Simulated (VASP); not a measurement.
# SiBiS (P4/mmm) in VASP: a series of runs

SiBiS is run at these levels: PBE; tasks: single point.

Everything below comes from runs of VASP 6.6.1. Logs are shortened: lines on timing, memory, paths and dates and some standing lists are left out, and cuts for length are marked.

## 1. The cell of the first run

It takes space group P4/mmm (No. 123, tetragonal). The conventional cell has a = 3.397 Å, b = 3.397 Å, c = 5.883 Å, α = 90.00°, β = 90.00°, γ = 90.00°. Si (site symmetry 4/mmm) has 4 S at 2.40 Å and 2 Bi at 2.94 Å within 3.2 Å. Within 3.9 Å of Bi (site symmetry 4/mmm) lie 2 Si at 2.94 Å and 4 Bi at 3.40 Å and 8 S at 3.80 Å. S (site symmetry 4/mmm) has 4 Si at 2.40 Å within 3.2 Å.

## 2. Single point, PBE

INCAR reads:

```
ALGO     = Normal         # electronic algorithm
EDIFF    = 1E-6           # SCF threshold, eV
ENCUT    = 520            # plane-wave cutoff, eV
GGA      = PE             # functional
ISIF     = 2              # what is computed and relaxed
ISMEAR   = 0              # smearing method
LASPH    = T              # aspherical terms in the spheres
LCHARG   = T              # write CHGCAR
LELF     = T              # ELF
LREAL    = F              # projectors in reciprocal space
LVHAR    = T            
LWAVE    = F              # write WAVECAR
NBANDS   = 34             # bands
NELM     = 60             # most SCF steps
PREC     = Accurate       # precision mode
SIGMA    = 0.2            # smearing width, eV
```

KPOINTS reads:

```
k-points
0
Gamma
  6 4 4
```

POSCAR reads:

```
SiBiS
1.0
   -3.3969779859      0.0000000000      0.0000000000
    0.0000000000      0.0000000000     -5.8830270714
    0.0000000000     -6.7939559717      0.0000000000
Si Bi S
2 2 2
Direct
    1.0000000000      0.0000000000      1.0000000000
    1.0000000000      0.0000000000      0.5000000000
    1.0000000000      0.5000000000      0.5000000000
    1.0000000000      0.5000000000      1.0000000000
    0.5000000000      0.0000000000      0.7500000000
    0.5000000000      0.0000000000      0.2500000000
```

Potentials or basis: VASP PAW PBE potentials, release 64 (Si, Bi_d, S).

Command:

```bash
> cat potpaw_PBE.64/Si/POTCAR potpaw_PBE.64/Bi_d/POTCAR potpaw_PBE.64/S/POTCAR > POTCAR
> mpirun -np 1 vasp_std > vasp.out
```

OUTCAR:

```text
EDIFF = 1E-6
   ENCUT = 520
   GGA = PE
   ISIF = 2
   ISMEAR = 0
   LASPH = T
   LREAL = F
   NELM = 60
   PREC = Accurate

 ion  position               nearest neighbor table
   1  0.000  0.000  0.000-   5 2.40   6 2.40   5 2.40   6 2.40   4 2.94   4 2.94
   2  0.000  0.000  0.500-   5 2.40   6 2.40   5 2.40   6 2.40   3 2.94   3 2.94
   3  0.000  0.500  0.500-   2 2.94   2 2.94   4 3.40   4 3.40
   4  0.000  0.500  0.000-   1 2.94   1 2.94   3 3.40   3 3.40
   5  0.500  0.000  0.750-   1 2.40   2 2.40   1 2.40   2 2.40
   6  0.500  0.000  0.250-   1 2.40   2 2.40   1 2.40   2 2.40

  LATTYP: Found a simple orthorhombic cell.
 ALAT       =     3.3969779859
 B/A-ratio  =     1.7318413884
 C/A-ratio  =     2.0000000000

  Lattice vectors:

 A1 = (  -3.3969779859,   0.0000000000,   0.0000000000)
 A2 = (   0.0000000000,   0.0000000000,  -5.8830270714)
 A3 = (   0.0000000000,  -6.7939559717,   0.0000000000)

Analysis of symmetry for initial positions (statically):
=====================================================================
 Subroutine PRICEL returns following result:

  LATTYP: Found a simple tetragonal cell.
 ALAT       =     3.3969779859
 C/A-ratio  =     1.7318413884

  Lattice vectors:

 A1 = (   3.3969779859,   0.0000000000,   0.0000000000)
 A2 = (   0.0000000000,  -3.3969779858,   0.0000000000)
 A3 = (   0.0000000000,   0.0000000000,  -5.8830270714)

   2 primitive cells build up your supercell.

 Routine SETGRP: Setting up the symmetry group for a
 simple orthorhombic supercell.

 Subroutine GETGRP returns: Found  8 space group operations
 (whereof  8 operations were pure point group operations)
 out of a pool of  8 trial point group operations.

The static configuration has the point symmetry D_2h.

Analysis of symmetry for dynamics (positions and initial velocities):
=====================================================================
 Subroutine PRICEL returns following result:

  LATTYP: Found a simple tetragonal cell.
 ALAT       =     3.3969779859
 C/A-ratio  =     1.7318413884

  Lattice vectors:

 A1 = (   3.3969779859,   0.0000000000,   0.0000000000)
 A2 = (   0.0000000000,  -3.3969779858,   0.0000000000)
 A3 = (   0.0000000000,   0.0000000000,  -5.8830270714)

   2 primitive cells build up your supercell.

 Routine SETGRP: Setting up the symmetry group for a
 simple orthorhombic supercell.

 Subroutine GETGRP returns: Found  8 space group operations
 (whereof  8 operations were pure point group operations)
 out of a pool of  8 trial point group operations.

The dynamic configuration has the point symmetry D_2h.

 Subroutine INISYM returns: Found  8 space group operations
 (whereof  8 operations are pure point group operations),
 and found     2 'primitive' translations

----------------------------------------------------------------------------------------

                                     Primitive cell

  volume of cell :      67.8870

  direct lattice vectors                    reciprocal lattice vectors
     3.396977986  0.000000000  0.000000000     0.294379300  0.000000000  0.000000000
     0.000000000 -3.396977986  0.000000000     0.000000000 -0.294379300  0.000000000
     0.000000000  0.000000000 -5.883027071     0.000000000  0.000000000 -0.169980520

  length of vectors
     3.396977986  3.396977986  5.883027071     0.294379300  0.294379300  0.169980520

  position of ions in fractional coordinates (direct lattice)
     0.000000000  0.000000000  0.000000000
     0.000000000  0.000000000  0.500000000
     0.500000000  0.500000000  0.000000000

  ion indices of the primitive-cell ions
   primitive index   ion index
                 1           1
                 2           4
                 3           5

----------------------------------------------------------------------------------------

 KPOINTS: k-points

Automatic generation of k-mesh.
 Grid dimensions read from file:
 generate k-points for:    6    4    4

 Generating k-lattice:

  Cartesian coordinates                     Fractional coordinates (reciprocal lattice)
    -0.049063217  0.000000000  0.000000000     0.166666667  0.000000000  0.000000000
     0.000000000  0.000000000 -0.042495130     0.000000000  0.250000000  0.000000000
     0.000000000 -0.036797412  0.000000000     0.000000000  0.000000000  0.250000000

  Length of vectors
     0.049063217  0.042495130  0.036797412

  Shift w.r.t. Gamma in fractional coordinates (k-lattice)
     0.000000000  0.000000000  0.000000000

 Subroutine IBZKPT returns following result:
 ===========================================

 Found     36 irreducible k-points:

 Following reciprocal coordinates:
            Coordinates               Weight
  0.000000  0.000000  0.000000      1.000000
  0.166667  0.000000  0.000000      2.000000
  0.333333  0.000000  0.000000      2.000000
  0.500000  0.000000  0.000000      1.000000
  0.000000  0.250000  0.000000      2.000000
  0.166667  0.250000  0.000000      4.000000
[... 16 lines left out ...]
  0.333333  0.500000  0.250000      4.000000
  0.500000  0.500000  0.250000      2.000000
 [... further k-points ...]
   k-points           NKPTS =     36   k-points in BZ     NKDIM =     36   number of bands    NBANDS=     34
   number of dos      NEDOS =    301   number of ions     NIONS =      6
   total plane-waves  NPLWV =  72576
   dimension x,y,z NGX =    28 NGY =   48 NGZ =   54
   dimension x,y,z NGXF=    56 NGYF=   96 NGZF=  108
   ions per type =               2   2   2
   NGX,Y,Z   is equivalent  to a cutoff of  13.70, 13.56, 13.21 a.u.
   NGXF,Y,Z  is equivalent  to a cutoff of  27.41, 27.13, 26.43 a.u.
 SYSTEM =  unknown system
   PREC   = accura    normal or accurate (medium, high low for compatibility)
   ISTART =      0    job   : 0-new  1-cont  2-samecut
   ICHARG =      2    charge: 1-file 2-atom 10-const
   ISPIN  =      1    spin polarized calculation?
   LNONCOLLINEAR =      F non collinear calculations
   LSORBIT =      F    spin-orbit coupling
   LASPH  =      T    aspherical Exc in radial PAW
   ENCUT  =  520.0 eV  38.22 Ry    6.18 a.u.   6.32 10.94 12.63*2*pi/ulx,y,z
   NELM   =     60;   NELMIN=  2; NELMDL= -5     # of ELM steps
   EDIFF  = 0.1E-05   stopping-criterion for ELM
   LREAL  =      F    real-space projection
   EDIFFG = 0.1E-04   stopping-criterion for IOM
   NSW    =      0    number of steps for IOM
   IBRION =     -1    ionic relax: 0-MD 1-quasi-New 2-CG
   NFREE  =      0    steps in history (QN), initial steepest desc. (CG)
   ISIF   =      2    stress and relaxation
   ISYM   =      2    0-nonsym 1-usesym 2-fastsym
   POTIM  = 0.5000    time-step for ionic-motion
   TEBEG  =    0.0;   TEEND  =   0.0 temperature during run
   PSTRESS=    0.0 pullay stress
   NELECT =      50.0000    total number of electrons
   NUPDOWN=      -1.0000    fix difference up-down
   EMIN   =  10.00;   EMAX   =-10.00  energy-range for DOS
   EFERMI =   0.00;   METHOD = LEGACY
   ISMEAR =     0;   SIGMA  =   0.20  broadening in eV -4-tet -1-fermi 0-gaus
   EFERMI_NEDOS =   21; number of points for ismear=-14 and -15
   IALGO  =     38    algorithm
   IMIX   =      4    mixing-type and parameters
     AMIX     =   0.40;   BMIX     =  1.00
     AMIX_MAG =   1.60;   BMIX_MAG =  1.00
  volume/ion in A,a.u.               =      22.63       152.71
  Fermi-wavevector in a.u.,A,eV,Ry     =   1.173436  2.217472 18.734569  1.376952
  Thomas-Fermi vector in A             =   2.309849
   LORBIT       =      0    0 simple, 1 ext, 2 COOP (PROOUT), +10 PAW based schemes
   GGA     = PE    functional components
   LHFCALC =     F    Hartree Fock is set to
   AEXX    =    0.0000 exact exchange contribution
   IVDW    =     0    specifies the selected vdW correction
   LEPSILON=     F    determine dielectric tensor
   LRPA    =     F    only Hartree local field effects (RPA)
 non-spin polarized calculation
 Gauss-broadening in eV      SIGMA  =   0.20
  energy-cutoff  :      520.00
  volume of cell :      135.77
 maximum number of plane-waves:      3692
 NGX is ok and might be reduce to    28

 number of electron      49.9999995 magnetization

 Free energy of the ion-electron system (eV)
  ---------------------------------------------------
  ext. energy  EPLUGINS =         0.00000000
  ---------------------------------------------------
  free energy    TOTEN  =       -26.53674690 eV

  energy without entropy =      -26.49539598  energy(sigma->0) =      -26.51607144

 E-fermi :   7.0995     XC(G=0): -10.0948

 val. band max:        7.0243048268   @ k =   0.0000   0.2500   0.2500
 cond. band min:       7.1428244749   @ k =   0.0000   0.0000   0.2500
 fundamental gap:      0.1185196481
 Fermi energy:         7.0994743185

 k-point     1 :       0.0000    0.0000    0.0000
  band No.  band energies     occupation
      1     -15.6882      2.00000
      2     -15.6141      2.00000
      3     -15.5913      2.00000
      4     -15.5651      2.00000
      5     -15.5360      2.00000
      6     -15.5042      2.00000
[... 26 lines left out ...]
     33      13.3809      0.00000
     34      13.5333      0.00000

 k-point     2 :       0.1667    0.0000    0.0000
  band No.  band energies     occupation
      1     -15.6626      2.00000
      2     -15.5700      2.00000
      3     -15.5692      2.00000
      4     -15.5633      2.00000
      5     -15.5524      2.00000
      6     -15.5062      2.00000
[... 26 lines left out ...]
     33      12.2589      0.00000
     34      13.0329      0.00000

 k-point     3 :       0.3333    0.0000    0.0000
  band No.  band energies     occupation
      1     -15.6367      2.00000
      2     -15.5849      2.00000
      3     -15.5599      2.00000
      4     -15.5365      2.00000
      5     -15.5300      2.00000
      6     -15.5229      2.00000
[... 26 lines left out ...]
     33      12.0896      0.00000
     34      12.5209      0.00000

 k-point     4 :       0.5000    0.0000    0.0000
  band No.  band energies     occupation
      1     -15.6304      2.00000
      2     -15.6010      2.00000
      3     -15.5581      2.00000
      4     -15.5516      2.00000
      5     -15.5446      2.00000
      6     -15.5359      2.00000
[... 26 lines left out ...]
     33      12.4119      0.00000
     34      13.3743      0.00000

 k-point     5 :       0.0000    0.2500    0.0000
  band No.  band energies     occupation
      1     -15.6883      2.00000
      2     -15.6138      2.00000
      3     -15.5901      2.00000
      4     -15.5654      2.00000
      5     -15.5360      2.00000
      6     -15.5043      2.00000
[... 621 lines left out ...]
 k-point    22 :       0.1667    0.5000    0.2500
  band No.  band energies     occupation
      1     -15.6367      2.00000
      2     -15.5716      2.00000
      3     -15.5642      2.00000
      4     -15.5551      2.00000
      5     -15.5442      2.00000
      6     -15.5121      2.00000
[... 26 lines left out ...]
     33      11.5195      0.00000
     34      12.6819      0.00000

 k-point    23 :       0.3333    0.5000    0.2500
  band No.  band energies     occupation
      1     -15.6088      2.00000
      2     -15.5758      2.00000
      3     -15.5516      2.00000
      4     -15.5361      2.00000
      5     -15.5320      2.00000
      6     -15.5313      2.00000
[... 26 lines left out ...]
     33      12.6852      0.00000
     34      13.1369      0.00000

 k-point    24 :       0.5000    0.5000    0.2500
  band No.  band energies     occupation
      1     -15.6033      2.00000
      2     -15.5915      2.00000
      3     -15.5512      2.00000
      4     -15.5498      2.00000
      5     -15.5460      2.00000
      6     -15.5455      2.00000
[... 26 lines left out ...]
     33      11.9567      0.00000
     34      12.6284      0.00000

 [... further k-points ...]

------------------------ aborting loop because EDIFF is reached ----------------------------------------

  FORCE on cell =-STRESS in cart. coord.  units (eV):
  Direction    XX          YY          ZZ          XY          YZ          ZX
  --------------------------------------------------------------------------------------
  -------------------------------------------------------------------------------------
  Total       -0.8139557      0.8833948     -0.0003985      0.0000000      0.0000000      0.0000000
  in kB       -9.6049487     10.4243525     -0.0047025      0.0000000      0.0000000      0.0000000
  external PRESSURE =       0.2715671 kB  Pullay stress =       0.0000000 kB

 VOLUME and BASIS-vectors are now :
 -----------------------------------------------------------------------------
  energy-cutoff  :      520.00
  volume of cell :      135.77
      direct lattice vectors                 reciprocal lattice vectors
    -3.396977986  0.000000000  0.000000000    -0.294379300  0.000000000  0.000000000
     0.000000000  0.000000000 -5.883027071     0.000000000  0.000000000 -0.169980520
     0.000000000 -6.793955972  0.000000000     0.000000000 -0.147189650  0.000000000

 POSITION                                       TOTAL-FORCE (eV/Angst)
 -----------------------------------------------------------------------------------
      0.00000      0.00000      0.00000         0.000000      0.000000      0.000000
      0.00000     -3.39698      0.00000         0.000000      0.000000      0.000000
      0.00000     -3.39698     -2.94151        -0.000000      0.000000      0.000000
      0.00000      0.00000     -2.94151        -0.000000      0.000000      0.000000
     -1.69849     -5.09547      0.00000         0.000000      0.000000     -0.000000
     -1.69849     -1.69849      0.00000         0.000000     -0.000000     -0.000000
 -----------------------------------------------------------------------------------
    total drift:                                0.000000     -0.000000     -0.000000

  FREE ENERGIE OF THE ION-ELECTRON SYSTEM (eV)
  ---------------------------------------------------
  free  energy   TOTEN  =       -26.5367469024 eV

  energy  without entropy=      -26.4953959780  energy(sigma->0) =      -26.51607144
```

Run time: 3.9 min. Hardware: 1 thread of Intel Xeon 8259CL, shared host; peak memory 0.34 GiB.

Results:

```yaml
Free_energy: -26.5367 eV
Pressure: 0.0 GPa
Band_gap_on_the_k_mesh: zero (bands 25 and 26 overlap by 3.74 eV)
```

Stress tensor (GPa, compression positive):
```
-0.96  0.00  0.00
 0.00  1.04  0.00
 0.00  0.00  0.00
```

Caveat: spin-orbit coupling is left out, which moves the levels of the heavy elements.

## 3. Single point, PBE

This run uses another cell than the first one: it holds 3 atoms, not 6.

INCAR reads:

```
SYSTEM = SiBiS
PREC = Accurate
ENCUT = 520
EDIFF = 1E-6
ISMEAR = 0
SIGMA = 0.1
LREAL = .FALSE.
LASPH = .TRUE.
NELM = 60
ALGO = Normal
ISIF = 2
LWAVE = .FALSE.
LCHARG = .FALSE.
GGA = PE
NBANDS = 20
```

KPOINTS reads:

```
regular mesh
0
G
  14 14 8
  0 0 0
```

POSCAR reads:

```
SiBiS
1.0
    3.3969779859      0.0000000000      0.0000000000
    0.0000000000      3.3969779859      0.0000000000
    0.0000000000      0.0000000000      5.8830270714
Si Bi S
1 1 1
Direct
    0.0000000000      0.0000000000      0.0000000000
    0.0000000000      0.0000000000      0.5000000000
    0.5000000000      0.5000000000      0.0000000000
```

Potentials or basis: VASP PAW PBE potentials, release 64 (Si, Bi_d, S).

Command:

```bash
> cat potpaw_PBE.64/Si/POTCAR potpaw_PBE.64/Bi_d/POTCAR potpaw_PBE.64/S/POTCAR > POTCAR
> mpirun -np 1 vasp_std > vasp.out
```

Run time: 4.1 min. Hardware: 1 thread of Intel Xeon 8259CL, shared host; peak memory 0.37 GiB.

It converged, with:

- Free energy: -13.1799 eV
- Pressure: -0.1 GPa
- Band gap on the k mesh: zero (an odd number of electrons rules out a gap without spin polarisation)

Levels at points of the mesh, in eV from the Fermi level:
| k point | band 9 | band 10 | band 11 | band 12 | band 13 | band 14 | band 15 | band 16 |
| --- | --- | --- | --- | --- | --- | --- | --- | --- |
| (0.00, 0.00, 0.00) | -4.16 | -4.16 | -3.36 | 0.31 | 2.55 | 3.52 | 3.52 | 5.49 |
| (0.50, 0.00, 0.00) | -3.54 | -3.46 | -3.41 | -2.79 | 0.99 | 1.65 | 1.79 | 5.33 |
| (0.50, 0.50, 0.00) | -7.43 | -5.68 | -2.38 | -2.11 | -1.75 | -1.75 | 3.18 | 3.18 |
| (0.00, 0.00, 0.50) | -4.13 | -4.13 | -4.04 | -0.31 | 2.58 | 2.78 | 3.06 | 3.06 |
| (0.50, 0.00, 0.50) | -4.79 | -2.79 | -1.37 | -0.69 | 0.26 | 1.16 | 1.51 | 3.30 |
| (0.50, 0.50, 0.50) | -7.36 | -6.98 | -2.49 | -2.28 | -2.28 | 1.86 | 2.26 | 5.11 |

Caveat: spin-orbit coupling is left out, which moves the levels of the heavy elements.

The gap in the log of VASP goes by the Fermi energy; the results here count the filled bands.